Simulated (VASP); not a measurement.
Runs of VASP 6.6.1 on BN. The structure is that of space group P6_3mc (No. 186), or close to it. The cells are those of the table. 

| cell | gap on the mesh (eV) | pressure (GPa) | largest force (eV/Å) |
| --- | --- | --- | --- |
| a = 2.557, b = 2.557, c = 4.064 Å, angles 90.0, 90.0, 120.0°, 4 atoms | (b) | 1.8 | 0.01 |
| a = 2.490, b = 2.490, c = 4.287 Å, angles 90.0, 90.0, 120.0°, 4 atoms | 4.75 | 1.5 | 0.02 |
| a = 2.507, b = 2.507, c = 4.231 Å, angles 90.0, 90.0, 120.0°, 4 atoms | (a) | 0.8 | 0.01 |
| a = 2.574, b = 2.574, c = 4.008 Å, angles 90.0, 90.0, 120.0°, 4 atoms | 5.27 | (c) | 0.01 |
| a = 2.540, b = 2.540, c = 4.120 Å, angles 90.0, 90.0, 120.0°, 4 atoms | 5.01 | 1.0 | - |

Alike in all rows: task single point; level LDA; potentials or basis VASP PAW LDA potentials, release 64 (B, N); no spin polarisation; k mesh 12 × 12 × 6; cutoff (eV) 600; smearing gaussian 0.05 eV.

Q: Fill in the values left out.

A: (a) 4.82; (b) 5.13; (c) 3.1.

Caveats: the cell stands under pressure (at least some runs).

A k mesh can miss the band edges.
